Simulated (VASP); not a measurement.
A run of VASP 6.6.1:

The input INCAR:

```
SYSTEM = MoS2
PREC = Accurate
ENCUT = 520
EDIFF = 1E-8
ISMEAR = -1
SIGMA = 0.03
LREAL = .False.
LASPH = .True.
NELM = 60
ALGO = Normal
ISIF = 2
LWAVE = .False.
LCHARG = .False.
LEFG = .True.
NBANDS = 35
```

The input KPOINTS:

```
Automatic mesh
0
Gamma
  10 10 3
  0 0 0
```

POSCAR

```
MoS2
1.0
    3.1182801267      0.0000000000      0.0000000000
   -1.5591400634      2.7005098059      0.0000000000
    0.0000000000      0.0000000000     12.1288309816
Mo S
2 4
Direct
    0.3333333333      0.6666666667      0.2500000000
    0.6666666667      0.3333333333      0.7500000000
    0.3333333333      0.6666666667      0.6275000000
    0.6666666667      0.3333333333      0.1275000000
    0.3333333333      0.6666666667      0.8725000000
    0.6666666667      0.3333333333      0.3725000000
```

Potentials or basis: VASP PAW LDA potentials, release 64 (Mo_sv, S).

Run with:

```console
$ cat potpaw_LDA.64/Mo_sv/POTCAR potpaw_LDA.64/S/POTCAR > POTCAR
$ mpirun -np 1 vasp_std > vasp.out
```

Hardware: 1 thread of Intel(R) Xeon(R) Platinum 8488C (Sapphire Rapids), with other jobs on the host.

Problem. Estimate the wall time of this run.

Solution. Wall time 68 s on 1 thread of Intel(R) Xeon(R) Platinum 8488C (Sapphire Rapids), with other jobs on the host, peak memory 0.22 GiB. Counts: scf iterations 17, k points 28.
